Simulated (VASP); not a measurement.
Runs of VASP 6.6.1 on Hg. The structure is that of space group Im-3m (No. 229), or close to it. The cells are those of the table. 

```csv
task,cell,cutoff (eV),smearing,gap on the mesh (eV),pressure (GPa)
single point,"a = 2.651 Å, angles 109.5°, 1 atom",520,fermi-dirac 0.08 eV,none,109.6
single point,"a = 3.143 Å, angles 109.5°, 1 atom",520,fermi-dirac 0.08 eV,none,0.3
single point,"a = 2.965 Å, angles 109.5°, 1 atom",520,fermi-dirac 0.08 eV,none,12.6
single point,"a = 2.868 Å, angles 109.5°, 1 atom",520,fermi-dirac 0.08 eV,none,(a)
single point,"a = 3.143 Å, angles 109.5°, 1 atom",520,tetrahedron,none,0.7
single point,"a = 2.527 Å, angles 109.5°, 1 atom",520,fermi-dirac 0.08 eV,none,218.4
single point,"a = 2.408 Å, angles 109.5°, 1 atom",520,fermi-dirac 0.08 eV,none,(b)
single point,"a = 2.764 Å, angles 109.5°, 1 atom",520,fermi-dirac 0.08 eV,none,(c)
single point,"a = 3.056 Å, angles 109.5°, 1 atom",520,fermi-dirac 0.08 eV,none,4.5
relaxation of cell and atoms,"relaxed from a = 3.143 Å, angles 109.5°, 1 atom",600,fermi-dirac 0.08 eV,none,0.0
```

Alike in all rows: level PBEsol; potentials or basis VASP PAW PBE potentials, release 64 (Hg); no spin polarisation; k mesh 15 × 15 × 15.

Estimate the missing entries.

(a) 27.8; (b) 408.2; (c) 55.5.

Caveats: the PAW data sets were made with another functional, which shifts forces and pressure a little; spin-orbit coupling is left out, which moves the levels of the heavy elements; the cell stands under pressure (at least some runs); tetrahedron occupations give inexact forces and stress in metals (at least some runs).

A k mesh can miss the band edges, and the runs leave out spin-orbit coupling on Hg.

A gap of «none» marks levels without a gap at the run's occupations.
